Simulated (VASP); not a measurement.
Write the native input for VASP 6.6.1 that does the following.

| Item | Value |
| --- | --- |
| Task | single point |
| Functional | r2SCAN |
| Potentials or basis | VASP PAW PBE potentials, release 64 (Zn, O) |
| Cutoff | 520 eV |
| k mesh | 9 × 9 × 6 |
| Occupations | gaussian, width 0.02 eV |
| Spin | no spin polarisation |
| Dipole correction | no |
| Further INCAR settings | ALGO = Normal; EDIFF = 1e-06; NBANDS = 26 |

ZnO (zincite):

```xyz
4
Lattice="3.1692 0.0000 0.0000 -1.5846 2.7446 0.0000 0.0000 0.0000 5.1050" Properties=species:S:1:pos:R:3 pbc="T T T"
Zn    0.0000    1.8297    2.5509
Zn    1.5846    0.9149   -0.0016
O     1.5846    0.9149    1.9364
O     0.0000    1.8297    4.4889
```

This cell differs from its parent crystal: volume scaled by 0.94, then relaxed in part.

The input as run:

POSCAR

```
ZnO
1.0
    3.1691616423      0.0000000000      0.0000000000
   -1.5845808212      2.7445744910      0.0000000000
    0.0000000000      0.0000000000      5.1049748357
Zn O
2 2
Direct
    0.3333333333      0.6666666667      0.4996911392
    0.6666666667      0.3333333333     -0.0003088608
    0.6666666667      0.3333333333      0.3793188608
    0.3333333333      0.6666666667      0.8793188608
```

INCAR.step1

```
PREC     = Accurate       # precision mode
ENCUT    = 520            # plane-wave cutoff, eV
ISMEAR   = 0              # smearing method
SIGMA    = 0.02           # smearing width, eV
LREAL    = F              # projectors in reciprocal space
LASPH    = T              # aspherical terms in the spheres
NELM     = 80             # most SCF steps
NBANDS   = 26             # bands
GGA      = PE             # functional
ALGO     = Normal         # electronic algorithm
EDIFF    = 1E-4           # SCF threshold, eV
LWAVE    = T              # write WAVECAR
LCHARG   = F              # write CHGCAR
```

INCAR.step2

```
PREC     = Accurate       # precision mode
ENCUT    = 520            # plane-wave cutoff, eV
EDIFF    = 1E-6           # SCF threshold, eV
ISMEAR   = 0              # smearing method
SIGMA    = 0.02           # smearing width, eV
LREAL    = F              # projectors in reciprocal space
LASPH    = T              # aspherical terms in the spheres
NELM     = 80             # most SCF steps
ALGO     = Normal         # electronic algorithm
ISIF     = 2              # what is computed and relaxed
LWAVE    = F              # write WAVECAR
LCHARG   = T              # write CHGCAR
METAGGA  = R2SCAN         # meta-GGA
LMIXTAU  = T            
LELF     = T              # ELF
LVHAR    = T            
NBANDS   = 26             # bands
ISTART   = 1
```

KPOINTS

```
regular mesh
0
Gamma
  9 9 6
```

Potentials or basis: VASP PAW PBE potentials, release 64 (Zn, O).

The run is started by

```console
$ cat potpaw_PBE.64/Zn/POTCAR potpaw_PBE.64/O/POTCAR > POTCAR
$ cp INCAR.step1 INCAR
$ mpirun -np 1 vasp_std > vasp.out
$ cp INCAR.step2 INCAR
$ mpirun -np 1 vasp_std > vasp.out
```

Results of the run:

```
Pressure               : 12.1 GPa
Largest force          : 0.003 eV/Å
Band gap on the k mesh : 1.33 eV, direct
```

Caveat: the PAW data sets were made with another functional, which shifts forces and pressure a little.

Wall time 60 s on 1 thread of Intel(R) Xeon(R) 6975P-C (Granite Rapids), on a shared host, peak memory 0.19 GiB.
